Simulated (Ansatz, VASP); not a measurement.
Two plane-wave programs on TiAl3

File POSCAR:

```
TiAl3
1.0
    3.7475206961      0.0000000000      0.0000000000
    0.0000000000      3.7475206961      0.0000000000
    0.0000000000      0.0000000000      8.3925534727
Ti Al
2 6
Direct
    0.0000000000      0.0000000000      0.0000000000
    0.5000000000      0.5000000000      0.5000000000
    0.5000000000      0.5000000000      0.0000000000
    0.0000000000      0.5000000000      0.2500000000
    0.5000000000      0.0000000000      0.2500000000
    0.0000000000      0.0000000000      0.5000000000
    0.5000000000      0.0000000000      0.7500000000
    0.0000000000      0.5000000000      0.7500000000
```

The input INCAR.step1:

```
SYSTEM = TiAl3
PREC     = Accurate       ! precision mode
ENCUT    = 520            ! plane-wave cutoff, eV
ISMEAR   = 0              ! smearing method
SIGMA    = 0.1            ! smearing width, eV
LREAL    = .False.        ! projectors in reciprocal space
LASPH    = .True.         ! aspherical terms in the spheres
NELM     = 60             ! most SCF steps
NBANDS   = 31             ! bands
GGA      = PE             ! functional
ALGO     = Normal         ! electronic algorithm
EDIFF    = 1E-4           ! SCF threshold, eV
LWAVE    = .True.         ! write WAVECAR
LCHARG   = .False.        ! write CHGCAR
```

File INCAR.step2:

```
SYSTEM = TiAl3
PREC     = Accurate       ! precision mode
ENCUT    = 520            ! plane-wave cutoff, eV
EDIFF    = 1E-7           ! SCF threshold, eV
ISMEAR   = 0              ! smearing method
SIGMA    = 0.1            ! smearing width, eV
LREAL    = .False.        ! projectors in reciprocal space
LASPH    = .True.         ! aspherical terms in the spheres
NELM     = 60             ! most SCF steps
ALGO     = Normal         ! electronic algorithm
ISIF     = 2              ! what is computed and relaxed
LWAVE    = .False.        ! write WAVECAR
LCHARG   = .False.        ! write CHGCAR
METAGGA  = R2SCAN         ! meta-GGA
LMIXTAU  = .True.       
NBANDS   = 31             ! bands
ISTART   = 1
```

The input KPOINTS:

```
Automatic mesh
0
Gamma
  10 10 4
  0 0 0
```

Input for Ansatz:

```yaml
crystal:
  lattice:
    - [3.7475206961, 0.0, 0.0]
    - [0.0, 3.7475206961, 0.0]
    - [0.0, 0.0, 8.3925534727]
  atoms:
    - { symbol: Ti, position: [0.0, 0.0, 0.0] }
    - { symbol: Ti, position: [0.5, 0.5, 0.5] }
    - { symbol: Al, position: [0.5, 0.5, 0.0] }
    - { symbol: Al, position: [0.0, 0.5, 0.25] }
    - { symbol: Al, position: [0.5, 0.0, 0.25] }
    - { symbol: Al, position: [0.0, 0.0, 0.5] }
    - { symbol: Al, position: [0.5, 0.0, 0.75] }
    - { symbol: Al, position: [0.0, 0.5, 0.75] }
basis:
  ecutwfc: 500
kpoints:
  mp_grid: { grid: [10, 10, 4] }
hamiltonian:
  xc: r2scan
scf:
  occupations: { method: gaussian, width: 0.1 }
output:
  forces: true
  stress: true
  eigenvalues: true
```

Change from the starting cell: equal strain along all axes, cell held, atoms relaxed: -2.0 %.

Alike in both runs: task single point; functional r2SCAN; k mesh 10 × 10 × 4; occupations gaussian, width 0.1 eV; no spin polarisation.

|  | VASP | Ansatz |
| --- | --- | --- |
| version | VASP 6.6.1 | Ansatz 0.2.0 |
| potentials or method | VASP PAW PBE potentials, release 64 (Ti_sv, Al), cutoff 520 eV | scalar-relativistic, plane waves, PAW |
| valence electrons in the cell | 42 | 42 |

Ansatz gave:

```
gap on the k mesh at the Fermi level (eV)                     : none
pressure (GPa)                                                : 7.8
traceless stress, the component that is largest in VASP (GPa) : -0.11
```

**Question.** What did VASP give for the same quantities?

**Answer.** gap on the k mesh at the Fermi level (eV): none; pressure (GPa): 7.7; traceless stress, the component that is largest in VASP (GPa): -0.09.

VASP's potentials were made for PBE, not for r2SCAN. A gap of «none» marks a metal or a gap that the smearing closes. The functional is the same, so the differences come from potentials, cutoffs and numerics.
